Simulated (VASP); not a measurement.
# Zn8Au7 (a cell with a defect) in VASP: notebook

Zn8Au7 (a cell with a defect) is run at these levels: PBE; tasks: single point.

Program: VASP 6.6.1. These are calculated values, not measurements. Logs are shortened: lines on timing, memory, paths and dates and some standing lists are left out, and cuts for length are marked.

### 1 The cell of the first run

The cell holds a defect, 15 atoms: a = 6.265 Å, b = 6.265 Å, c = 6.265 Å, α = 90.00°, β = 90.00°, γ = 90.00°.

### 2 Single point, PBE

Input file INCAR:

```
SYSTEM = Zn8Au7
PREC = Accurate ; ENCUT = 520
EDIFF = 1E-6 ; ISMEAR = 0
SIGMA = 0.1 ; LREAL = Auto
LASPH = .True. ; NELM = 80
ALGO = Normal ; ISIF = 2
LWAVE = .False. ; LCHARG = .False.
GGA = PE ; NBANDS = 100
```

Input file KPOINTS:

```
Automatic mesh
0
Gamma
  2 2 2
  0 0 0
```

Input file POSCAR:

```
Zn8Au7
1.0
    6.2646440000      0.0000000000      0.0000000000
    0.0000000000      6.2646440000      0.0000000000
    0.0000000000      0.0000000000      6.2646440000
Au Zn
7 8
Direct
    0.0007812096     -0.0005476768     -0.0237655963
    0.0000258594      0.0001746308      0.5352243479
    0.0011517015      0.4999139616     -0.0043807757
   -0.0003706515      0.4991308365      0.5038058029
    0.4998314350     -0.0013786897     -0.0043924284
    0.5007215095     -0.0000560287      0.5038160189
    0.5002983410      0.4999712673      0.1053860363
    0.2309339525      0.2299836990      0.2581077233
    0.2781149256      0.2771522213      0.7455438809
    0.2306067192      0.7691594287      0.2589898165
    0.2779066137      0.7218596939      0.7443181129
    0.7699039243      0.2298497728      0.2572752737
    0.7225784897      0.2771973954      0.7464850357
    0.7702707448      0.7693361347      0.2580381263
    0.7230216114      0.7220514047      0.7456439664
```

Potentials or basis: VASP PAW PBE potentials, release 64 (Au, Zn).

Launch:

```bash
> cat potpaw_PBE.64/Au/POTCAR potpaw_PBE.64/Zn/POTCAR > POTCAR
> mpirun -np 1 vasp_std > vasp.out
```

OUTCAR:

```text
SYSTEM = Zn8Au7
   PREC = Accurate
   ENCUT = 520
   EDIFF = 1E-6
   ISMEAR = 0
   LREAL = Auto
   LASPH = .True.
   NELM = 80
   ISIF = 2
   GGA = PE

 ion  position               nearest neighbor table
   1  0.001  0.999  0.976-  12 2.70  14 2.70   8 2.70  10 2.70   2 2.76   9 2.85  15 2.85  13 2.85
                            11 2.85   5 3.13   3 3.13   3 3.14   5 3.14   2 3.50
   2  0.000  0.000  0.535-  10 2.68  14 2.68   8 2.68  12 2.68   1 2.76   9 2.79  13 2.79  15 2.79
                            11 2.79   4 3.13   6 3.13   6 3.14   4 3.15   1 3.50
   3  0.001  0.500  0.996-   9 2.72  11 2.72  15 2.72  13 2.73  10 2.76   8 2.76  14 2.76  12 2.77
                             4 3.08   1 3.13   1 3.14   4 3.18   7 3.20   7 3.21
   4  1.000  0.499  0.504-  15 2.69  11 2.69  13 2.69   9 2.70  14 2.70  12 2.70  10 2.70   8 2.70
                             3 3.08   2 3.13   2 3.15   3 3.18
   5  0.500  0.999  0.996-  15 2.72  11 2.72   9 2.73  13 2.73  10 2.76  14 2.76   8 2.76  12 2.77
                             6 3.08   1 3.13   1 3.14   6 3.18   7 3.20   7 3.22
   6  0.501  1.000  0.504-  11 2.69   9 2.69  13 2.69  15 2.70   8 2.70  12 2.70  10 2.70  14 2.70
                             5 3.08   2 3.13   2 3.14   5 3.18
   7  0.500  0.500  0.105-  12 2.57  14 2.57   8 2.57  10 2.57  13 2.99  15 2.99   9 2.99  11 3.00
                             5 3.20   3 3.20   3 3.21   5 3.22
   8  0.231  0.230  0.258-   7 2.57   2 2.68   1 2.70   6 2.70   4 2.70   3 2.76   5 2.76  10 2.89
                            12 2.89
   9  0.278  0.277  0.746-   6 2.69   4 2.70   3 2.72   5 2.73  13 2.78  11 2.79   2 2.79   1 2.85
                             7 2.99
  10  0.231  0.769  0.259-   7 2.57   2 2.68   1 2.70   6 2.70   4 2.70   5 2.76   3 2.76  14 2.88
                             8 2.89
  11  0.278  0.722  0.744-   6 2.69   4 2.69   5 2.72   3 2.72   9 2.79  15 2.79   2 2.79   1 2.85
                             7 3.00
  12  0.770  0.230  0.257-   7 2.57   2 2.68   1 2.70   4 2.70   6 2.70   3 2.77   5 2.77  14 2.88
                             8 2.89
  13  0.723  0.277  0.746-   4 2.69   6 2.69   3 2.73   5 2.73   9 2.78  15 2.79   2 2.79   1 2.85
                             7 2.99
  14  0.770  0.769  0.258-   7 2.57   2 2.68   1 2.70   4 2.70   6 2.70   5 2.76   3 2.76  10 2.88
                            12 2.88
  15  0.723  0.722  0.746-   4 2.69   6 2.70   5 2.72   3 2.72  13 2.79  11 2.79   2 2.79   1 2.85
                             7 2.99

  LATTYP: Found a simple cubic cell.
 ALAT       =     6.2646440000

  Lattice vectors:

 A1 = (   6.2646440000,   0.0000000000,   0.0000000000)
 A2 = (   0.0000000000,   6.2646440000,   0.0000000000)
 A3 = (   0.0000000000,   0.0000000000,   6.2646440000)

Analysis of symmetry for initial positions (statically):
=====================================================================
 Subroutine PRICEL returns:
 Original cell was already a primitive cell.

 Routine SETGRP: Setting up the symmetry group for a
 simple cubic supercell.

 Subroutine GETGRP returns: Found  1 space group operations
 (whereof  1 operations were pure point group operations)
 out of a pool of 48 trial point group operations.

The static configuration has the point symmetry C_1 .

Analysis of symmetry for dynamics (positions and initial velocities):
=====================================================================
 Subroutine PRICEL returns:
 Original cell was already a primitive cell.

 Routine SETGRP: Setting up the symmetry group for a
 simple cubic supercell.

 Subroutine GETGRP returns: Found  1 space group operations
 (whereof  1 operations were pure point group operations)
 out of a pool of 48 trial point group operations.

The dynamic configuration has the point symmetry C_1 .

 Subroutine INISYM returns: Found  1 space group operations
 (whereof  1 operations are pure point group operations),
 and found     1 'primitive' translations

----------------------------------------------------------------------------------------

                                     Primitive cell

  volume of cell :     245.8607

  direct lattice vectors                    reciprocal lattice vectors
     6.264644000  0.000000000  0.000000000     0.159625990  0.000000000  0.000000000
     0.000000000  6.264644000  0.000000000     0.000000000  0.159625990  0.000000000
     0.000000000  0.000000000  6.264644000     0.000000000  0.000000000  0.159625990

  length of vectors
[... 55 lines left out ...]
  Shift w.r.t. Gamma in fractional coordinates (k-lattice)
     0.000000000  0.000000000  0.000000000

 Subroutine IBZKPT returns following result:
 ===========================================

 Found      8 irreducible k-points:

 Following reciprocal coordinates:
            Coordinates               Weight
  0.000000  0.000000  0.000000      1.000000
  0.500000  0.000000  0.000000      1.000000
  0.000000  0.500000  0.000000      1.000000
  0.000000  0.000000  0.500000      1.000000
  0.500000  0.500000  0.000000      1.000000
  0.000000  0.500000  0.500000      1.000000
  0.500000  0.000000  0.500000      1.000000
  0.500000  0.500000  0.500000      1.000000
   k-points           NKPTS =      8   k-points in BZ     NKDIM =      8   number of bands    NBANDS=    100
   number of dos      NEDOS =    301   number of ions     NIONS =     15
   total plane-waves  NPLWV = 110592
   dimension x,y,z NGX =    48 NGY =   48 NGZ =   48
   dimension x,y,z NGXF=    96 NGYF=   96 NGZF=   96
   ions per type =               7   8
   NGX,Y,Z   is equivalent  to a cutoff of  12.74, 12.74, 12.74 a.u.
   NGXF,Y,Z  is equivalent  to a cutoff of  25.48, 25.48, 25.48 a.u.
 SYSTEM =  Zn8Au7
   PREC   = accura    normal or accurate (medium, high low for compatibility)
   ISTART =      0    job   : 0-new  1-cont  2-samecut
   ICHARG =      2    charge: 1-file 2-atom 10-const
   ISPIN  =      1    spin polarized calculation?
   LNONCOLLINEAR =      F non collinear calculations
   LSORBIT =      F    spin-orbit coupling
   LASPH  =      T    aspherical Exc in radial PAW
   ENCUT  =  520.0 eV  38.22 Ry    6.18 a.u.  11.65 11.65 11.65*2*pi/ulx,y,z
   NELM   =     80;   NELMIN=  2; NELMDL= -5     # of ELM steps
   EDIFF  = 0.1E-05   stopping-criterion for ELM
   LREAL  =      T    real-space projection
   EDIFFG = 0.1E-04   stopping-criterion for IOM
   NSW    =      0    number of steps for IOM
   IBRION =     -1    ionic relax: 0-MD 1-quasi-New 2-CG
   NFREE  =      0    steps in history (QN), initial steepest desc. (CG)
   ISIF   =      2    stress and relaxation
   ISYM   =      2    0-nonsym 1-usesym 2-fastsym
   POTIM  = 0.5000    time-step for ionic-motion
   TEBEG  =    0.0;   TEEND  =   0.0 temperature during run
   PSTRESS=    0.0 pullay stress
   NELECT =     173.0000    total number of electrons
   NUPDOWN=      -1.0000    fix difference up-down
   EMIN   =  10.00;   EMAX   =-10.00  energy-range for DOS
   EFERMI =   0.00;   METHOD = LEGACY
   ISMEAR =     0;   SIGMA  =   0.10  broadening in eV -4-tet -1-fermi 0-gaus
   EFERMI_NEDOS =   21; number of points for ismear=-14 and -15
   IALGO  =     38    algorithm
   IMIX   =      4    mixing-type and parameters
     AMIX     =   0.40;   BMIX     =  1.00
     AMIX_MAG =   1.60;   BMIX_MAG =  1.00
  volume/ion in A,a.u.               =      16.39       110.61
  Fermi-wavevector in a.u.,A,eV,Ry     =   1.456109  2.751646 28.847788  2.120253
  Thomas-Fermi vector in A             =   2.573065
   LORBIT       =      0    0 simple, 1 ext, 2 COOP (PROOUT), +10 PAW based schemes
   GGA     = PE    functional components
   LHFCALC =     F    Hartree Fock is set to
   AEXX    =    0.0000 exact exchange contribution
   IVDW    =     0    specifies the selected vdW correction
   LEPSILON=     F    determine dielectric tensor
   LRPA    =     F    only Hartree local field effects (RPA)
 non-spin polarized calculation
 Gauss-broadening in eV      SIGMA  =   0.10
  energy-cutoff  :      520.00
  volume of cell :      245.86
 maximum number of plane-waves:      6704
 NGX is ok and might be reduce to    48
   NGX = 23   NGY = 23   NGZ = 23

 number of electron     172.9999987 magnetization

 Free energy of the ion-electron system (eV)
  ---------------------------------------------------
  ext. energy  EPLUGINS =         0.00000000
  ---------------------------------------------------
  free energy    TOTEN  =       -34.56378571 eV

  energy without entropy =      -34.52363561  energy(sigma->0) =      -34.54371066

 E-fermi :   6.7304     XC(G=0): -11.9677

 val. band max:        6.7165175843   @ k =   0.0000   0.0000   0.5000
 cond. band min:       6.7593420541   @ k =   0.0000   0.5000   0.0000
 fundamental gap:      0.0428244698
 Fermi energy:         6.7304319397

 k-point     1 :       0.0000    0.0000    0.0000
  band No.  band energies     occupation
      1      -4.0734      2.00000
      2      -2.0258      2.00000
      3      -1.9776      2.00000
      4      -1.8742      2.00000
      5      -1.8742      2.00000
      6      -1.8677      2.00000
[... 797 lines left out ...]
     97       9.7058      0.00000
     98       9.7074      0.00000
 [bands above 98 left out]

------------------------ aborting loop because EDIFF is reached ----------------------------------------

  FORCE on cell =-STRESS in cart. coord.  units (eV):
  Direction    XX          YY          ZZ          XY          YZ          ZX
  --------------------------------------------------------------------------------------
  -------------------------------------------------------------------------------------
  Total        3.8822068      3.8794158      6.1512403      0.0079157      0.0219483     -0.0156693
  in kB       25.2988083     25.2806203     40.0852028      0.0515835      0.1430286     -0.1021105
  external PRESSURE =      30.2215438 kB  Pullay stress =       0.0000000 kB

 VOLUME and BASIS-vectors are now :
 -----------------------------------------------------------------------------
  energy-cutoff  :      520.00
  volume of cell :      245.86
      direct lattice vectors                 reciprocal lattice vectors
     6.264644000  0.000000000  0.000000000     0.159625990  0.000000000  0.000000000
     0.000000000  6.264644000  0.000000000     0.000000000  0.159625990  0.000000000
     0.000000000  0.000000000  6.264644000     0.000000000  0.000000000  0.159625990

 POSITION                                       TOTAL-FORCE (eV/Angst)
 -----------------------------------------------------------------------------------
      0.00489      6.26121      6.11576        -0.000486     -0.000160      0.091214
      0.00016      0.00109      3.35299         0.000646     -0.001967      0.074343
      0.00721      3.13178      6.23720        -0.002817     -0.001028      0.036087
      6.26232      3.12688      3.15616         0.002797     -0.000004      0.028482
      3.13127      6.25601      6.23713         0.000918      0.003692      0.036008
      3.13684      6.26429      3.15623        -0.000141      0.000295      0.028820
      3.13419      3.13214      0.66021         0.000167     -0.000750     -0.738366
      1.44672      1.44077      1.61695         0.068141      0.068644      0.090994
      1.74229      1.73626      4.67057        -0.012230     -0.012792      0.019103
      1.44467      4.81851      1.62248         0.069791     -0.069431      0.090307
      1.74099      4.52219      4.66289        -0.012823      0.013173      0.021693
      4.82317      1.43993      1.61174        -0.068691      0.069371      0.092465
      4.52670      1.73654      4.67646         0.011819     -0.011500      0.018822
      4.82547      4.81962      1.61652        -0.069805     -0.069569      0.091356
      4.52947      4.52340      4.67119         0.012713      0.012025      0.018671
 -----------------------------------------------------------------------------------
    total drift:                                0.001857      0.000001      0.004915

  FREE ENERGIE OF THE ION-ELECTRON SYSTEM (eV)
  ---------------------------------------------------
  free  energy   TOTEN  =       -34.5637857113 eV

  energy  without entropy=      -34.5236356135  energy(sigma->0) =      -34.54371066
```

Wall time 7.7 min (1 thread of Oxide Virtual Turin-like, shared host); peak memory 0.36 GiB.

Results:

| Item | Value |
| --- | --- |
| Free energy | -34.5638 eV |
| Pressure | 3.0 GPa |
| Largest force | 0.738 eV/Å |
| Band gap on the k mesh | zero (an odd number of electrons rules out a gap without spin polarisation) |

Forces in eV/Å, atoms in the order of the input:
```
Au   0.000  0.000  0.091
Au   0.001 -0.002  0.074
Au  -0.003 -0.001  0.036
Au   0.003  0.000  0.028
Au   0.001  0.004  0.036
Au   0.000  0.000  0.029
Au   0.000 -0.001 -0.738
Zn   0.068  0.069  0.091
Zn  -0.012 -0.013  0.019
Zn   0.070 -0.069  0.090
Zn  -0.013  0.013  0.022
Zn  -0.069  0.069  0.092
Zn   0.012 -0.011  0.019
Zn  -0.070 -0.070  0.091
Zn   0.013  0.012  0.019
```

Stress tensor (GPa, compression positive):
```
 2.53  0.01 -0.01
 0.01  2.53  0.01
-0.01  0.01  4.01
```

Levels at points of the mesh, in eV from the Fermi level:
```csv
k point,band 85,band 86,band 87,band 88,band 89,band 90
"(0.00, 0.00, 0.00)",-2.11,-1.83,-1.58,-1.58,0.26,0.38
"(0.50, 0.00, 0.00)",-2.48,-0.25,-0.04,0.03,0.50,0.60
"(0.00, 0.50, 0.00)",-2.48,-0.25,-0.04,0.03,0.50,0.60
"(0.00, 0.00, 0.50)",-2.33,-0.01,0.07,0.07,0.39,0.44
"(0.50, 0.50, 0.00)",-1.84,-1.84,-1.35,0.65,1.30,1.51
"(0.00, 0.50, 0.50)",-1.91,-1.68,-1.38,0.87,0.91,1.34
"(0.50, 0.00, 0.50)",-1.91,-1.68,-1.38,0.87,0.91,1.34
"(0.50, 0.50, 0.50)",1.90,1.90,2.05,2.16,2.16,2.25
```

Caveat: the k points lie up to 0.50 Å⁻¹ apart, too coarse for converged energies and pressures of a metal; spin-orbit coupling is left out, which moves the levels of the heavy elements.

[end of part 1 of 2]

The gap in the log of VASP goes by the Fermi energy; the results here count the filled bands.